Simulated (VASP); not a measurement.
A run of VASP 6.6.1 is set up as follows.

The input INCAR:

```
ALGO = Normal
EDIFF = 1E-6
EDIFFG = -0.004
ENCUT = 520
GGA = PE
IBRION = 2
ISIF = 2
ISMEAR = 0
LASPH = True
LCHARG = False
LREAL = False
LWAVE = False
NELM = 60
NSW = 80
PREC = Accurate
SIGMA = 0.01
```

The input KPOINTS:

```
k-points
0
Gamma
  8 8 5
```

File POSCAR:

```
AlN
1.0
    3.1146246810      0.0000000000      0.0000000000
   -1.5573123405      2.6973440970      0.0000000000
    0.0000000000      0.0000000000      5.0177359194
Al N
2 2
Direct
    0.3333333333      0.6666666667      0.0002298648
    0.6666666667      0.3333333333      0.5002298648
    0.3333333333      0.6666666667      0.3817701352
    0.6666666667      0.3333333333      0.8817701352
```

Potentials or basis: VASP PAW PBE potentials, release 64 (Al, N).

Run with:

```bash
$ cat potpaw_PBE.64/Al/POTCAR potpaw_PBE.64/N/POTCAR > POTCAR
$ mpirun -np 1 vasp_std > vasp.out
```

**Question.** Estimate the band gap on the k mesh.

**Answer.** 4.15 eV.

**Question.** What does it give for the energy gained by relaxing?

**Answer.** 0.1 meV/atom.

Stress tensor (GPa, compression positive):
```
2.26 0.00 0.00
0.00 2.26 0.00
0.00 0.00 0.79
```
